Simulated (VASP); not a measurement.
# BeC (Cmcm) in VASP: a series of runs, part 2 of 3

VASP 6.6.1.

### 3 Single point, PBE

This run uses another cell than the first one, of 7.44 Å³/atom.

Contents of INCAR:

```
ALGO = Normal
EDIFF = 1E-7
ENCUT = 520
GGA = PE
ISIF = 2
ISMEAR = 0
LASPH = T
LCHARG = F
LREAL = F
LWAVE = F
NBANDS = 14
NELM = 60
PREC = Accurate
SIGMA = 0.1
```

Contents of KPOINTS:

```
k-points
0
Gamma
  6 6 6
```

Contents of POSCAR:

```
BeC
1.0
    1.4159539328     -3.7360135862      0.0000000000
    1.4159539328      3.7360135862      0.0000000000
    0.0000000000      0.0000000000      2.8127733530
Be C
2 2
Direct
    0.8540000000      0.1460000000      0.7500000000
    0.1460000000      0.8540000000      0.2500000000
    0.5500000000      0.4500000000      0.7500000000
    0.4500000000      0.5500000000      0.2500000000
```

Potentials or basis: VASP PAW PBE potentials, release 64 (Be, C).

Started as:

```
$ cat potpaw_PBE.64/Be/POTCAR potpaw_PBE.64/C/POTCAR > POTCAR
$ mpirun -np 1 vasp_std > vasp.out
```

Run time: 49 s. Hardware: 1 thread of Intel Xeon 8259CL, shared host; peak memory 0.16 GiB.

The run converged. Its results:

| Property | Result |
| --- | --- |
| Free energy | -21.5425 eV |
| Pressure | -19.3 GPa |
| Largest force | 2.394 eV/Å |
| Band gap on the k mesh | zero (bands 6 and 7 overlap by 2.58 eV) |

Forces on the atoms (eV/Å):
```
Be   0.000  0.155  0.000
Be   0.000 -0.155  0.000
C    0.000 -2.394  0.000
C    0.000  2.394  0.000
```

Stress tensor (GPa, compression positive):
```
  4.99   0.00   0.00
  0.00 -19.43   0.00
  0.00   0.00 -43.35
```

Levels at points of the mesh, in eV from the Fermi level:
| k point | band 2 | band 3 | band 4 | band 5 | band 6 | band 7 | band 8 | band 9 | band 10 | band 11 |
| --- | --- | --- | --- | --- | --- | --- | --- | --- | --- | --- |
| (0.00, 0.00, 0.00) | -8.62 | -7.93 | -7.45 | -5.36 | -0.37 | 1.60 | 2.55 | 5.48 | 5.66 | 6.31 |
| (0.50, 0.00, 0.00) | -11.43 | -9.26 | -6.99 | -4.95 | -0.35 | 1.04 | 2.30 | 4.77 | 5.06 | 7.38 |
| (0.50, 0.50, 0.00) | -12.18 | -7.70 | -5.81 | -0.86 | -0.21 | 1.98 | 2.32 | 2.77 | 3.50 | 8.31 |
| (0.00, 0.00, 0.50) | -15.76 | -6.52 | -6.52 | -1.47 | -1.47 | -0.54 | -0.54 | 5.09 | 5.09 | 6.74 |
| (0.50, 0.00, 0.50) | -14.21 | -7.77 | -7.77 | -5.64 | -5.64 | 0.27 | 0.27 | 5.83 | 5.83 | 6.21 |
| (0.50, 0.50, 0.50) | -15.44 | -8.52 | -8.52 | -1.82 | -1.82 | 4.17 | 4.17 | 5.23 | 5.23 | 8.72 |

Caveat: the k points lie up to 0.40 Å⁻¹ apart, too coarse for converged energies and pressures of a metal; forces of over 1 eV/Å act on the atoms, so gaps and moduli don't describe the material at rest.

### 4 Relaxation of cell and atoms, PBE

This run uses another cell than the first one, of 7.44 Å³/atom.

Contents of INCAR:

```
SYSTEM = BeC
ALGO     = Normal         ! electronic algorithm
EDIFF    = 1E-7           ! SCF threshold, eV
EDIFFG   = -0.04          ! ionic threshold
ENCUT    = 600            ! plane-wave cutoff, eV
GGA      = PE             ! functional
IBRION   = 2              ! ionic algorithm
ISIF     = 3              ! what is computed and relaxed
ISMEAR   = 0              ! smearing method
LASPH    = .True.         ! aspherical terms in the spheres
LCHARG   = .False.        ! write CHGCAR
LREAL    = .False.        ! projectors in reciprocal space
LWAVE    = .False.        ! write WAVECAR
NELM     = 60             ! most SCF steps
NSW      = 90             ! ionic steps
PREC     = Accurate       ! precision mode
SIGMA    = 0.1            ! smearing width, eV
```

Contents of KPOINTS:

```
k-points
0
Gamma
  6 6 6
  0 0 0
```

POSCAR is that of step 3.

Started as:

```
$ cat potpaw_PBE.64/Be/POTCAR potpaw_PBE.64/C/POTCAR > POTCAR
$ mpirun -np 1 vasp_std > vasp.out
```

It took 5.1 min on 1 thread of Intel Xeon 8259CL, shared host; peak memory 0.17 GiB.

It converged, with:

| Item | Value |
| --- | --- |
| Free energy | -23.3061 eV |
| Relaxed volume | 6.59 Å³/atom |
| Relaxed cell | a = 3.730 Å, b = 3.730 Å, c = 2.465 Å, α = 90.00°, β = 90.00°, γ = 129.77° |
| Space group after relaxing (to 0.1 Å) | Cmcm (No. 63) |
| Energy gained by relaxing | 440.4 meV/atom |
| Ionic steps | 17 |
| Pressure after relaxing | 0.2 GPa |
| Largest force after relaxing | 0.029 eV/Å |
| Band gap on the k mesh | zero (bands 6 and 7 overlap by 1.66 eV) |

Forces on the atoms (eV/Å):
```
Be   0.000  0.006  0.000
Be   0.000 -0.006  0.000
C    0.000  0.029  0.000
C    0.000 -0.029  0.000
```

Stress tensor (GPa, compression positive):
```
 0.20  0.00  0.00
 0.00 -0.13  0.00
 0.00  0.00  0.62
```

Step by step:
| step | energy change (eV) | largest force (eV/Å) | pressure (GPa) | volume (Å³) |
| --- | --- | --- | --- | --- |
| 1 | 0.0000 | 2.3891 | -19.42 | 29.76 |
| 2 | -1.2893 | 1.1687 | -1.55 | 25.96 |
| 3 | -1.3818 | 0.9786 | 5.60 | 25.11 |
| 4 | -1.3859 | 0.9682 | 8.35 | 24.83 |
| 5 | -1.5729 | 1.4790 | 2.18 | 25.30 |
| 6 | -1.5803 | 2.0431 | 1.64 | 25.43 |
| 7 | -1.7097 | 1.3941 | 2.26 | 25.76 |
| 8 | -1.7258 | 0.9883 | 3.13 | 25.89 |
| 9 | -1.7532 | 0.1033 | 1.49 | 26.04 |
| 10 | -1.7538 | 0.1423 | 1.26 | 26.07 |
| 11 | -1.7559 | 0.1419 | 0.47 | 26.16 |
| 12 | -1.7576 | 0.1456 | -1.09 | 26.35 |
| 13 | -1.7591 | 0.1176 | -0.87 | 26.37 |
| 14 | -1.7605 | 0.0909 | -0.42 | 26.40 |
| 15 | -1.7605 | 0.0870 | -0.34 | 26.40 |
| 16 | -1.7612 | 0.0432 | -0.03 | 26.38 |
| 17 | -1.7614 | 0.0287 | 0.23 | 26.36 |

Final structure:
```
CELL_PARAMETERS angstrom
1.58320 -3.37711 0.00000
1.58320 3.37711 0.00000
0.00000 0.00000 2.46513
ATOMIC_POSITIONS crystal
Be 0.83449 0.16551 0.75000
Be 0.16551 0.83449 0.25000
C 0.56797 0.43203 0.75000
C 0.43203 0.56797 0.25000
```

Levels at points of the mesh, in eV from the Fermi level:
```tsv
k point	band 4	band 5	band 6	band 7	band 8	band 9
(0.00, 0.00, 0.00)	-6.92	-5.26	-2.79	-0.79	4.24	6.50
(0.50, 0.00, 0.00)	-7.18	-4.69	-1.03	4.66	6.35	6.46
(0.50, 0.50, 0.00)	-4.82	-2.48	-0.95	2.17	4.06	5.41
(0.00, 0.00, 0.50)	-6.86	-2.03	-2.03	0.57	0.57	3.50
(0.50, 0.00, 0.50)	-7.84	-6.42	-6.42	0.03	0.03	6.52
(0.50, 0.50, 0.50)	-9.35	-3.00	-3.00	2.70	2.70	5.24
```

Caveat: the k points lie up to 0.42 Å⁻¹ apart in the final cell, too coarse for converged energies and pressures of a metal.

### 5 Single point, PBE

This run uses another cell than the first one: it holds 8 atoms, not 4.

Contents of INCAR:

```
SYSTEM = BeC
PREC = Accurate ; ENCUT = 520
EDIFF = 1E-6 ; ISMEAR = 0
SIGMA = 0.1 ; LREAL = .False.
LASPH = .True. ; NELM = 60
ALGO = Normal ; ISIF = 2
LWAVE = .False. ; LCHARG = .True.
GGA = PE ; LELF = .True.
LVHAR = .True. ; NBANDS = 22
```

Contents of KPOINTS:

```
regular mesh
0
Gamma
  10 6 4
  0 0 0
```

Contents of POSCAR:

```
BeC
1.0
    0.0000000000      0.0000000000     -2.4711370333
   -1.5294751517     -3.4601768558      0.0000000000
   -4.5884254551      3.4601768558      0.0000000000
Be C
4 4
Direct
    0.7500000000      0.2405834739      0.5864721754
    0.7500000000      0.7405834739      0.0864721754
    0.2500000000      0.2594165261      0.9135278246
    0.2500000000      0.7594165261      0.4135278246
    0.7500000000      0.8501828254      0.7166057249
    0.7500000000      0.3501828254      0.2166057249
    0.2500000000      0.6498171746      0.7833942751
    0.2500000000      0.1498171746      0.2833942751
```

Potentials or basis: VASP PAW PBE potentials, release 64 (Be, C).

Started as:

```
$ cat potpaw_PBE.64/Be/POTCAR potpaw_PBE.64/C/POTCAR > POTCAR
$ mpirun -np 1 vasp_std > vasp.out
```

OUTCAR:

```text
SYSTEM = BeC
   PREC = Accurate
   ENCUT = 520
   EDIFF = 1E-6
   ISMEAR = 0
   LREAL = .False.
   LASPH = .True.
   NELM = 60
   ISIF = 2
   GGA = PE

 ion  position               nearest neighbor table
   1  0.750  0.241  0.586-   5 1.80   7 2.10   7 2.10   8 2.10   8 2.10   3 2.24   3 2.24   4 2.24
                             4 2.24
   2  0.750  0.741  0.086-   6 1.80   8 2.10   8 2.10   7 2.10   7 2.10   4 2.24   4 2.24   3 2.24
                             3 2.24
   3  0.250  0.259  0.914-   7 1.80   5 2.10   5 2.10   6 2.10   6 2.10   1 2.24   1 2.24   2 2.24
                             2 2.24
   4  0.250  0.759  0.414-   8 1.80   6 2.10   6 2.10   5 2.10   5 2.10   2 2.24   2 2.24   1 2.24
                             1 2.24
   5  0.750  0.850  0.717-   7 1.54   7 1.54   1 1.80   3 2.10   3 2.10   4 2.10   4 2.10
   6  0.750  0.350  0.217-   8 1.54   8 1.54   2 1.80   4 2.10   4 2.10   3 2.10   3 2.10
   7  0.250  0.650  0.783-   5 1.54   5 1.54   3 1.80   1 2.10   1 2.10   2 2.10   2 2.10
   8  0.250  0.150  0.283-   6 1.54   6 1.54   4 1.80   2 2.10   2 2.10   1 2.10   1 2.10

  LATTYP: Found a simple monoclinic cell.
 ALAT       =     3.7831360157
 B/A-ratio  =     0.6531980407
 C/A-ratio  =     1.5190747188
 COS(beta)  =    -0.2279058397

  Lattice vectors:

 A1 = (  -1.5294751517,  -3.4601768558,   0.0000000000)
 A2 = (   0.0000000000,   0.0000000000,   2.4711370333)
 A3 = (  -4.5884254551,   3.4601768558,   0.0000000000)

Analysis of symmetry for initial positions (statically):
=====================================================================
 Subroutine PRICEL returns following result:

  LATTYP: Found a base centered orthorhombic cell.
 ALAT       =     3.0589503034
 B/A-ratio  =     2.2623295658
 C/A-ratio  =     0.8078382413

  Lattice vectors:

 A1 = (  -1.5294751517,  -3.4601768558,   0.0000000000)
 A2 = (  -1.5294751517,   3.4601768558,   0.0000000000)
 A3 = (   0.0000000000,   0.0000000000,  -2.4711370333)

   2 primitive cells build up your supercell.

 Routine SETGRP: Setting up the symmetry group for a
 simple monoclinic supercell.

 Subroutine GETGRP returns: Found  4 space group operations
 (whereof  2 operations were pure point group operations)
 out of a pool of  4 trial point group operations.

The static configuration has the point symmetry S_2 .
 The point group associated with its full space group is C_2h.

Analysis of symmetry for dynamics (positions and initial velocities):
=====================================================================
 Subroutine PRICEL returns following result:

  LATTYP: Found a base centered orthorhombic cell.
 ALAT       =     3.0589503034
 B/A-ratio  =     2.2623295658
 C/A-ratio  =     0.8078382413

  Lattice vectors:

 A1 = (  -1.5294751517,  -3.4601768558,   0.0000000000)
 A2 = (  -1.5294751517,   3.4601768558,   0.0000000000)
 A3 = (   0.0000000000,   0.0000000000,  -2.4711370333)

   2 primitive cells build up your supercell.

 Routine SETGRP: Setting up the symmetry group for a
 simple monoclinic supercell.

 Subroutine GETGRP returns: Found  4 space group operations
 (whereof  2 operations were pure point group operations)
 out of a pool of  4 trial point group operations.

The dynamic configuration has the point symmetry S_2 .
[... 63 lines left out ...]
  0.200000  0.000000  0.000000      2.000000
  0.300000  0.000000  0.000000      2.000000
  0.400000  0.000000  0.000000      2.000000
  0.500000  0.000000  0.000000      1.000000
[... 16 lines left out ...]
  0.400000  0.500000  0.000000      2.000000
  0.500000  0.500000  0.000000      1.000000
 [... further k-points ...]
   k-points           NKPTS =     84   k-points in BZ     NKDIM =     84   number of bands    NBANDS=     22
   number of dos      NEDOS =    301   number of ions     NIONS =      8
   total plane-waves  NPLWV =  24192
   dimension x,y,z NGX =    18 NGY =   28 NGZ =   48
   dimension x,y,z NGXF=    36 NGYF=   56 NGZF=   96
   ions per type =               4   4
   NGX,Y,Z   is equivalent  to a cutoff of  12.11, 12.30, 13.89 a.u.
   NGXF,Y,Z  is equivalent  to a cutoff of  24.22, 24.61, 27.77 a.u.
 SYSTEM =  BeC
   PREC   = accura    normal or accurate (medium, high low for compatibility)
   ISTART =      0    job   : 0-new  1-cont  2-samecut
   ICHARG =      2    charge: 1-file 2-atom 10-const
   ISPIN  =      1    spin polarized calculation?
   LNONCOLLINEAR =      F non collinear calculations
   LSORBIT =      F    spin-orbit coupling
   LASPH  =      T    aspherical Exc in radial PAW
   ENCUT  =  520.0 eV  38.22 Ry    6.18 a.u.   4.59  7.03 10.69*2*pi/ulx,y,z
   NELM   =     60;   NELMIN=  2; NELMDL= -5     # of ELM steps
   EDIFF  = 0.1E-05   stopping-criterion for ELM
   LREAL  =      F    real-space projection
   EDIFFG = 0.1E-04   stopping-criterion for IOM
   NSW    =      0    number of steps for IOM
   IBRION =     -1    ionic relax: 0-MD 1-quasi-New 2-CG
   NFREE  =      0    steps in history (QN), initial steepest desc. (CG)
   ISIF   =      2    stress and relaxation
   ISYM   =      2    0-nonsym 1-usesym 2-fastsym
   POTIM  = 0.5000    time-step for ionic-motion
   TEBEG  =    0.0;   TEEND  =   0.0 temperature during run
   PSTRESS=    0.0 pullay stress
   NELECT =      24.0000    total number of electrons
   NUPDOWN=      -1.0000    fix difference up-down
   EMIN   =  10.00;   EMAX   =-10.00  energy-range for DOS
   EFERMI =   0.00;   METHOD = LEGACY
   ISMEAR =     0;   SIGMA  =   0.10  broadening in eV -4-tet -1-fermi 0-gaus
   EFERMI_NEDOS =   21; number of points for ismear=-14 and -15
   IALGO  =     38    algorithm
   IMIX   =      4    mixing-type and parameters
     AMIX     =   0.40;   BMIX     =  1.00
     AMIX_MAG =   1.60;   BMIX_MAG =  1.00
  volume/ion in A,a.u.               =       6.54        44.13
  Fermi-wavevector in a.u.,A,eV,Ry     =   1.262640  2.386043 21.691206  1.594259
  Thomas-Fermi vector in A             =   2.396037
   LORBIT       =      0    0 simple, 1 ext, 2 COOP (PROOUT), +10 PAW based schemes
   GGA     = PE    functional components
   LHFCALC =     F    Hartree Fock is set to
   AEXX    =    0.0000 exact exchange contribution
   IVDW    =     0    specifies the selected vdW correction
   LEPSILON=     F    determine dielectric tensor
   LRPA    =     F    only Hartree local field effects (RPA)
 non-spin polarized calculation
 Gauss-broadening in eV      SIGMA  =   0.10
  energy-cutoff  :      520.00
  volume of cell :       52.31
 maximum number of plane-waves:      1427
   NGX =  9   NGY = 15   NGZ = 21

 number of electron      24.0000004 magnetization

 Free energy of the ion-electron system (eV)
  ---------------------------------------------------
  ext. energy  EPLUGINS =         0.00000000
  ---------------------------------------------------
  free energy    TOTEN  =       -46.60467582 eV

  energy without entropy =      -46.60123427  energy(sigma->0) =      -46.60295504

 E-fermi :  10.2193     XC(G=0): -11.9372

 val. band max:       10.2045105122   @ k =   0.3000  -0.1667   0.2500
 cond. band min:      10.2463130754   @ k =   0.4000   0.5000   0.2500
 fundamental gap:      0.0418025632
 Fermi energy:        10.2193037890

 k-point     1 :       0.0000    0.0000    0.0000
  band No.  band energies     occupation
      1      -9.6979      2.00000
      2      -8.3798      2.00000
      3      -2.2076      2.00000
      4      -0.2782      2.00000
      5       0.6450      2.00000
      6       1.4531      2.00000
[... 589 lines left out ...]
     21      18.2639      0.00000
     22      18.2639      0.00000

 [... further k-points ...]

------------------------ aborting loop because EDIFF is reached ----------------------------------------

  FORCE on cell =-STRESS in cart. coord.  units (eV):
  Direction    XX          YY          ZZ          XY          YZ          ZX
  --------------------------------------------------------------------------------------
  -------------------------------------------------------------------------------------
  Total       -0.2988702      0.1006724      0.3931134      0.3069047      0.0000000      0.0000000
  in kB       -9.1536771      3.0833536     12.0401213      9.3997562      0.0000000      0.0000000
  external PRESSURE =       1.9899326 kB  Pullay stress =       0.0000000 kB

 VOLUME and BASIS-vectors are now :
 -----------------------------------------------------------------------------
  energy-cutoff  :      520.00
  volume of cell :       52.31
      direct lattice vectors                 reciprocal lattice vectors
     0.000000000  0.000000000 -2.471137033     0.000000000  0.000000000 -0.404672014
    -1.529475152 -3.460176856  0.000000000    -0.163454764 -0.216751927  0.000000000
    -4.588425455  3.460176856  0.000000000    -0.163454764  0.072250642  0.000000000

 POSITION                                       TOTAL-FORCE (eV/Angst)
 -----------------------------------------------------------------------------------
     -3.05895      1.19684     -1.85335        -0.007793      0.027299     -0.000000
     -1.52948     -2.26334     -1.85335        -0.007793      0.027299     -0.000000
     -4.58843      2.26334     -0.61778         0.007793     -0.027299     -0.000000
     -3.05895     -1.19684     -0.61778         0.007793     -0.027299     -0.000000
     -4.58843     -0.46220     -1.85335        -0.023342      0.052188      0.000000
     -1.52948     -0.46220     -1.85335        -0.023342      0.052188     -0.000000
     -4.58843      0.46220     -0.61778         0.023342     -0.052188      0.000000
     -1.52948      0.46220     -0.61778         0.023342     -0.052188     -0.000000
 -----------------------------------------------------------------------------------
    total drift:                               -0.000000      0.000000     -0.000000

  FREE ENERGIE OF THE ION-ELECTRON SYSTEM (eV)
  ---------------------------------------------------
  free  energy   TOTEN  =       -46.6046758159 eV

  energy  without entropy=      -46.6012342725  energy(sigma->0) =      -46.60295504
```

It took 2.7 min on 1 thread of Intel Xeon 8259CL, shared host; peak memory 0.21 GiB.

What came out:

- Free energy: -46.6047 eV
- Pressure: 0.2 GPa
- Largest force: 0.057 eV/Å
- Band gap on the k mesh: zero (bands 12 and 13 overlap by 1.91 eV)

Forces in eV/Å, atoms in the order of the input:
```
Be  -0.008  0.027  0.000
Be  -0.008  0.027  0.000
Be   0.008 -0.027  0.000
Be   0.008 -0.027  0.000
C   -0.023  0.052  0.000
C   -0.023  0.052  0.000
C    0.023 -0.052  0.000
C    0.023 -0.052  0.000
```

(Continued in part 3 of 3.)
